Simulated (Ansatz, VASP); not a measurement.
# Two plane-wave programs on BaTiO3

The input POSCAR:

```
BaTiO3
1.0
    2.8399983144      1.6396737913      2.3313532688
   -2.8399983144      1.6396737913      2.3313532688
    0.0000000000     -3.2793475827      2.3313532687
Ba Ti O
1 1 3
Direct
   -0.0032057798     -0.0032057798     -0.0032057798
    0.4833346617      0.4833346617      0.4833346617
    0.5098255445      0.5098255445      0.0194200292
    0.0194200292      0.5098255445      0.5098255445
    0.5098255445      0.0194200292      0.5098255445
```

The input INCAR.step1:

```
PREC = Accurate
ENCUT = 520
ISMEAR = 0
SIGMA = 0.01
LREAL = False
LASPH = True
NELM = 60
NBANDS = 28
GGA = PE
ALGO = Normal
EDIFF = 1E-4
LWAVE = True
LCHARG = False
```

The input INCAR.step2:

```
PREC = Accurate
ENCUT = 520
EDIFF = 1E-6
ISMEAR = 0
SIGMA = 0.01
LREAL = False
LASPH = True
NELM = 60
ALGO = Normal
ISIF = 2
LWAVE = False
LCHARG = False
METAGGA = R2SCAN
LMIXTAU = True
NBANDS = 28
ISTART = 1
```

KPOINTS

```
Automatic mesh
0
Gamma
  6 6 6
```

Input for Ansatz:

```yaml
crystal:
  lattice:
    - [2.8399983144, 1.6396737913, 2.3313532688]
    - [-2.8399983144, 1.6396737913, 2.3313532688]
    - [0.0, -3.2793475827, 2.3313532687]
  atoms:
    - { symbol: Ba, position: [-0.0032057798, -0.0032057798, -0.0032057798] }
    - { symbol: Ti, position: [0.4833346617, 0.4833346617, 0.4833346617] }
    - { symbol: O, position: [0.5098255445, 0.5098255445, 0.0194200292] }
    - { symbol: O, position: [0.0194200292, 0.5098255445, 0.5098255445] }
    - { symbol: O, position: [0.5098255445, 0.0194200292, 0.5098255445] }
kpoints:
  mp_grid: { grid: [6, 6, 6] }
  band_path:
    path:
      - [0.0, 0.0, 0.0]
      - [0.5, 0.5, 0.5]
      - [0.503566118, 0.496433882, 0.5]
      - [0.5, -0.496433882, 0.496433882]
      - [0.5, 0.0, 0.0]
      - [0.498216941, -0.498216941, 0.0]
      - [0.501783059, 0.0, 0.498216941]
      - [-0.052083, 0.010417, 0.010417]
      - [0.0498216941, -0.0498216941, 0.0]
    npoints: 1
hamiltonian:
  xc: r2scan
scf:
  occupations: { method: fixed }
  n_extra_bands: 5
output:
  forces: true
  stress: true
  eigenvalues: true
  write_density: true
  write_potential: true
  elf: true
  volumetric_format: npy
```

Alike in both runs: task single point; functional r2SCAN; k mesh 6 × 6 × 6; no spin polarisation.

```csv
,VASP,Ansatz
version,VASP 6.6.1,Ansatz 0.2.0
potentials or method,"VASP PAW PBE potentials, release 64 (Ba_sv, Ti_sv, O)","plane waves, PAW"
plane-wave cutoff (eV),520,500
occupations,"gaussian, width 0.01 eV",fixed
valence electrons in the cell,40,40
```

VASP gave:

* gap on the k mesh at the Fermi level (eV): 2.85
* pressure (GPa): 1.9
* traceless stress, the component that is largest in VASP (GPa): -0.09
* rms of the force components (eV/Å): 0.065

What did Ansatz give for the same quantities?

gap on the k mesh at the Fermi level (eV): 2.87; pressure (GPa): 0.0; traceless stress, the component that is largest in VASP (GPa): 0.00; rms of the force components (eV/Å): 0.000.

VASP's potentials were made for PBE, not for r2SCAN. Atom by atom the forces differ by 0.065 eV/Å (rms over components).

Spin-orbit coupling is off throughout.
